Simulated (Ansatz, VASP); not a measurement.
Two plane-wave programs on MgO

```
Mg O
1.0
     0.00000    1.86562    2.10211
     2.10211    0.00000    2.10211
     2.10211    1.86562    0.00000
Mg O
1 1
Cartesian
  0.0000 0.0000 0.0000
  2.1021 1.8656 2.1021
```

Change from the starting cell: strain -0.1125 x Voigt [0, 1, 0, 0, 0, 0], atoms carried along.

Alike in both runs: task single point; functional r2SCAN; k mesh 10 × 10 × 10; occupations gaussian, width 0.05 eV; no spin polarisation.

```csv
,VASP,Ansatz
version,VASP 6.6.1,Ansatz 0.2.0
potentials or method,"VASP PAW PBE potentials, release 64 (Mg, O), cutoff 520 eV","scalar-relativistic, plane waves, PAW"
valence electrons in the cell,8,16
```

VASP gave:

- gap on the k mesh at the Fermi level (eV): 6.71
- least direct gap on the mesh (eV): 6.71
- pressure (GPa): 32.0
- traceless stress, the component that is largest in VASP (GPa): 39.66

Q: Which values does Ansatz return?

A: gap on the k mesh at the Fermi level (eV): 6.73; least direct gap on the mesh (eV): 6.73; pressure (GPa): 32.7; traceless stress, the component that is largest in VASP (GPa): 38.92.

VASP's potentials were made for PBE, not for r2SCAN. Both programs put the cell under a high pressure, so it lies far from rest at this level. With one functional, cell and mesh, what is left measures potentials, basis and numerics. VASP's potentials hold 8 valence electrons a cell and Ansatz's 16, so a difference there can come from the potentials and not from the codes.
